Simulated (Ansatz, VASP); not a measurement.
## Te2Mo in VASP and in Ansatz

POSCAR

```
Te2Mo
1.0
    3.5838112019      0.0000000000      0.0000000000
   -1.7919056009      3.1036715432      0.0000000000
    0.0000000000      0.0000000000     17.6401145653
Te Mo
2 1
Direct
    0.3333333333      0.6666666667      0.1021445500
    0.3333333333      0.6666666667      0.8978554500
    0.0000000000      0.0000000000      0.0000000000
```

Contents of INCAR.step1:

```
SYSTEM = Te2Mo
PREC = Accurate
ENCUT = 520
ISMEAR = -1
SIGMA = 0.05
LREAL = .False.
LASPH = .True.
NELM = 60
NBANDS = 20
GGA = PE
ALGO = Normal
EDIFF = 1E-4
LWAVE = .True.
LCHARG = .False.
```

INCAR.step2

```
SYSTEM = Te2Mo
PREC = Accurate
ENCUT = 520
EDIFF = 1E-6
ISMEAR = -1
SIGMA = 0.05
LREAL = .False.
LASPH = .True.
NELM = 60
ALGO = Normal
ISIF = 2
LWAVE = .False.
LCHARG = .True.
METAGGA = R2SCAN
LMIXTAU = .True.
LELF = .True.
LVHAR = .True.
NBANDS = 20
ISTART = 1
```

KPOINTS

```
Automatic mesh
0
Gamma
  9 9 2
  0 0 0
```

The input input.yaml:

```yaml
crystal:
  lattice:
    - [3.5838112019, 0.0, 0.0]
    - [-1.7919056009, 3.1036715432, 0.0]
    - [0.0, 0.0, 17.6401145653]
  atoms:
    - { symbol: Te, position: [0.3333333333, 0.6666666667, 0.10214455] }
    - { symbol: Te, position: [0.3333333333, 0.6666666667, 0.89785545] }
    - { symbol: Mo, position: [0.0, 0.0, 0.0] }
hamiltonian:
  xc: r2scan
  pseudopotentials: { kind: paw }
kpoints:
  mp_grid: { grid: [9, 9, 2] }
scf:
  occupations: { method: fermi_dirac, width: 0.05 }
output:
  forces: true
  stress: true
  eigenvalues: true
  write_density: true
  write_potential: true
  elf: true
  volumetric_format: npy
```

Alike in both runs: task single point; functional r2SCAN; k mesh 9 × 9 × 2; occupations fermi-dirac, width 0.05 eV; no spin polarisation.

```csv
,VASP,Ansatz
version,VASP 6.6.1,Ansatz 0.2.0
potentials or method,"VASP PAW PBE potentials, release 64 (Te, Mo_sv)",Ansatz PAW
plane-wave cutoff (eV),520,500
valence electrons in the cell,26,46
```

```tsv
	VASP	Ansatz	Ansatz less VASP
gap on the k mesh at the Fermi level (eV)	1.09	1.09	-0.002
least direct gap on the mesh (eV)	1.09	1.09	-0.002
rms of the force components (eV/Å)	0.123	0.135	+0.0116
```

VASP's potentials were made for PBE, not for r2SCAN. Atom by atom the forces differ by 0.012 eV/Å (rms over components). With one functional, cell and mesh, what is left measures potentials, basis and numerics. VASP's potentials hold 26 valence electrons a cell and Ansatz's 46, so a difference there can come from the potentials and not from the codes.

Neither program's run includes spin-orbit coupling. Noted on Ansatz's run: odd divisions of the mesh miss points on the zone boundary, where band edges often lie, so the gap on the mesh can be too wide.
